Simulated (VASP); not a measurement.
A run of VASP 6.6.1:

INCAR

```
ALGO = Normal
EDIFF = 1E-6
ENCUT = 520
GGA = PS
ISIF = 2
ISMEAR = -1
LASPH = T
LCHARG = F
LREAL = F
LWAVE = F
NBANDS = 14
NELM = 80
PREC = Accurate
SIGMA = 0.1
```

File KPOINTS:

```
k-points
0
Gamma
  11 11 11
```

File POSCAR:

```
Re
1.0
    0.0000000000      2.6808181283      2.6808181283
    2.6808181283      0.0000000000      2.6808181283
    2.6808181283      2.6808181283      0.0000000000
Re
2
Direct
    0.1250000000      0.1250000000      0.1250000000
    0.8750000000      0.8750000000      0.8750000000
```

Potentials or basis: VASP PAW PBE potentials, release 64 (Re).

Run with:

```console
$ cat potpaw_PBE.64/Re/POTCAR > POTCAR
$ mpirun -np 1 vasp_std > vasp.out
```

Hardware: 1 thread of Intel(R) Xeon(R) Platinum 8259CL CPU @ 2.50GHz (Skylake/Cascade Lake), with other jobs on the host.

How long does it take, and how much memory?

Wall time 34 s on 1 thread of Intel(R) Xeon(R) Platinum 8259CL CPU @ 2.50GHz (Skylake/Cascade Lake), on a shared host, peak memory 0.17 GiB. Counts: scf iterations 12, k points 56.
